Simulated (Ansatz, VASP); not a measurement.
## SiNi in VASP and in Ansatz

INCAR

```
SYSTEM = SiNi
ALGO = Normal
EDIFF = 1E-6
ENCUT = 690
GGA = PE
GGA_COMPAT = .False.
ISIF = 2
ISMEAR = 0
LASPH = .True.
LCHARG = .True.
LELF = .True.
LREAL = .False.
LVHAR = .True.
LWAVE = .False.
NBANDS = 30
NELM = 120
PREC = Accurate
SIGMA = 0.1
```

KPOINTS

```
k-points
0
Gamma
  10 10 6
  0 0 0
```

The input POSCAR:

```
SiNi
1.0
    3.0266200000      0.0000000000      0.0000000000
    0.0000000000      3.2735000000      0.0000000000
    0.0000000000      0.0000000000      4.6977600000
Si Ni
2 2
Direct
    0.5000000000      0.5000000000      0.8423000000
    0.0000000000      0.0000000000      0.1577000000
    0.5000000000      0.5000000000      0.3442200000
    0.0000000000      0.0000000000      0.6557800000
```

Input for Ansatz:

```yaml
crystal:
  lattice:
    - [3.02662, 0.0, 0.0]
    - [0.0, 3.2735, 0.0]
    - [0.0, 0.0, 4.69776]
  atoms:
    - { symbol: Si, position: [0.5, 0.5, 0.8423] }
    - { symbol: Si, position: [0.0, 0.0, 0.1577] }
    - { symbol: Ni, position: [0.5, 0.5, 0.34422] }
    - { symbol: Ni, position: [0.0, 0.0, 0.65578] }
basis:
  ecutwfc: 420
kpoints:
  mp_grid: { grid: [10, 10, 6] }
hamiltonian:
  xc: pbe
scf:
  occupations: { method: gaussian, width: 0.1 }
output:
  forces: true
  stress: true
  eigenvalues: true
```

Alike in both runs: task single point; functional PBE; k mesh 10 × 10 × 6; occupations gaussian, width 0.1 eV; no spin polarisation.

|  | VASP | Ansatz |
| --- | --- | --- |
| version | VASP 6.6.1 | Ansatz 0.2.0 |
| potentials or method | VASP PAW PBE potentials, release 64 (Si, Ni_sv_GW), cutoff 690 eV | scalar-relativistic, plane waves, PAW |
| valence electrons in the cell | 44 | 44 |

```tsv
	VASP	Ansatz	Ansatz less VASP
gap on the k mesh at the Fermi level (eV)	none	none	-
pressure (GPa)	0.6	1.2	+0.53
traceless stress, the component that is largest in VASP (GPa)	0.37	0.38	+0.011
rms of the force components (eV/Å)	0.060	0.058	-0.0018
```

Atom by atom the forces differ by 0.003 eV/Å (rms over components). A gap of «none» marks a metal or a gap that the smearing closes.
